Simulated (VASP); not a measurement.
Wanted: the native input for a VASP 6.6.1 run.

```yaml
Task: relaxation of the atoms
Functional: PBE
Dispersion: D3(BJ)
Potentials_or_basis: VASP PAW PBE potentials, release 64 (As)
Cutoff: 520 eV
k_mesh: 9 × 9 × 1
Occupations: gaussian, width 0.05 eV
Spin: no spin polarisation
Dipole_correction: yes
Atoms_held_fixed_from_0: "[0]"
Further_INCAR_settings: ALGO = Normal; EDIFF = 1e-06; IBRION = 2; EDIFFG = -0.003; NSW = 40
Atoms_held_along_some_axes_from_0: atom 1 along a and b; atom 2 along a and b; atom 3 along a and b
```

The structure of As lies in POSCAR:

```
As
1.0
    3.5716242980      0.0000000000      0.0000000000
   -1.7858121490      3.0931173748      0.0000000000
    0.0000000000      0.0000000000     20.2951239168
As
4
Selective dynamics
Direct
    0.3333333333      0.6666666667      0.2217281362  F F F
    0.6666666667      0.3333333333      0.2906104021  F F T
    0.6666666667      0.6666666667      0.4770114435  F F T
    1.0000000000      0.3333333333      0.5458939653  F F T
```

This cell differs from its parent crystal: layers slid over each other.

One way to write it, as run:

INCAR

```
PREC = Accurate
ENCUT = 520
EDIFF = 1E-6
ISMEAR = 0
SIGMA = 0.05
LREAL = False
LASPH = True
NELM = 60
ALGO = Normal
ISIF = 2
LWAVE = False
LCHARG = False
LDIPOL = True
IDIPOL = 3
DIPOL = 0.5 0.5 0.384
GGA = PE
IVDW = 12
IBRION = 2
NSW = 40
EDIFFG = -0.003
```

KPOINTS

```
Automatic mesh
0
Gamma
  9 9 1
```

Potentials or basis: VASP PAW PBE potentials, release 64 (As).

Launch:

```console
$ cat potpaw_PBE.64/As/POTCAR > POTCAR
$ mpirun -np 1 vasp_std > vasp.out
```

Results of the run:

The energy gained by relaxing is 4.4 meV/atom. The ionic steps are 37, the band gap on the k mesh is 0.99 eV (least direct gap 1.57 eV) and the dispersion energy per atom is -0.269 eV.

Caveat: the cell differs from its parent crystal (layers slid over each other).

It took 41 min on 1 thread of Oxide Virtual Turin-like Processor (shared host), peak memory 0.39 GiB.
